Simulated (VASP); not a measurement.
A run of VASP 6.6.1 is set up as follows.

File INCAR:

```
ALGO = Fast
EDIFF = 1E-6
ENCUT = 520
GGA = PE
ISIF = 2
ISMEAR = 0
IVDW = 12
KPAR = 4
LASPH = T
LCHARG = F
LREAL = F
LWAVE = F
NBANDS = 50
NELM = 80
PREC = Accurate
SIGMA = 0.15
```

Contents of KPOINTS:

```
k-points
0
Gamma
  12 12 12
```

The input POSCAR:

```
SnTe
1.0
   -3.8258851498      3.8258851498      3.8258851498
    3.8258851498     -3.8258851498      3.8258851498
    3.8258851498      3.8258851498     -3.8258851498
Sn Te
4 4
Direct
    0.0130688711      0.5130688711      0.5000000000
    0.5000000000      0.0000000000      0.5000000000
    0.5000000000      0.5000000000      0.0000000000
    0.0000000000      0.0000000000      0.0000000000
    0.5000000000      0.5000000000      0.5000000000
    0.0000000000      0.0000000000      0.5000000000
    0.0000000000      0.5000000000      0.0000000000
    0.5000000000      0.0000000000      0.0000000000
```

Potentials or basis: VASP PAW PBE potentials, release 64 (Sn_d, Te).

Launch:

```bash
$ cat potpaw_PBE.64/Sn_d/POTCAR potpaw_PBE.64/Te/POTCAR > POTCAR
$ mpirun -np 4 vasp_std > vasp.out
```

**Question.** What does it give for the pressure?

**Answer.** -0.2 GPa.

**Question.** Estimate the largest force.

**Answer.** 0.055 eV/Å.

**Question.** Estimate the dispersion energy per atom.

**Answer.** -0.444 eV.

**Question.** What does it give for the band gap on the k mesh?

**Answer.** Zero (bands 40 and 41 overlap by 0.99 eV).

Forces in eV/Å, atoms in the order of the input:
```
Sn   0.000  0.000 -0.046
Sn   0.000  0.000  0.055
Sn   0.000  0.000 -0.006
Sn   0.000  0.000 -0.006
Te  -0.012  0.012  0.001
Te   0.012 -0.012  0.001
Te  -0.012 -0.012  0.001
Te   0.012  0.012  0.001
```

Caveat: the cell differs from its parent crystal (atom 1 (Sn) moved -0.100 Å towards its neighbour atom 2 (Sn) at 3.826 Å); spin-orbit coupling is left out, which moves the levels of the heavy elements.
